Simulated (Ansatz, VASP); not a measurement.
## PbS: VASP beside Ansatz

```
Pb S
1.0
     2.91718   -2.92267    0.17890
     2.91718    2.92267    0.17890
    -0.35792    0.00000    5.83623
Pb S
2 2
Cartesian
  4.1074 0.0000 4.6438
  1.3690 0.0000 1.5502
  1.1905 0.0000 4.4605
  4.2859 0.0000 1.7335
```

Alike in both runs: functional LDA; k mesh 8 × 8 × 6; occupations gaussian, width 0.02 eV; no spin polarisation.

Ansatz relaxed the structure, and its values are those at the end. VASP's run is a single point on that final structure, the one shown.

|  | VASP | Ansatz |
| --- | --- | --- |
| version | VASP 6.6.1 | Ansatz 0.2.0 |
| potentials or method | VASP PAW LDA potentials, release 64 (Pb_d, S), cutoff 520 eV | scalar-relativistic, plane waves, PAW |
| valence electrons in the cell | 40 | 40 |

VASP gave:

| Quantity | Value |
| --- | --- |
| gap on the k mesh at the Fermi level (eV) | 0.05 |
| least direct gap on the mesh (eV) | 0.05 |
| pressure (GPa) | 0.0 |

Q: What did Ansatz give for the same quantities?

A: gap on the k mesh at the Fermi level (eV): 0.07; least direct gap on the mesh (eV): 0.07; pressure (GPa): 0.0.

LDA's correlation is that of Perdew and Zunger in VASP and of Perdew and Wang (1992) in Ansatz. Ansatz's warnings: structure snapped to symmetry.

Neither program's run includes spin-orbit coupling.
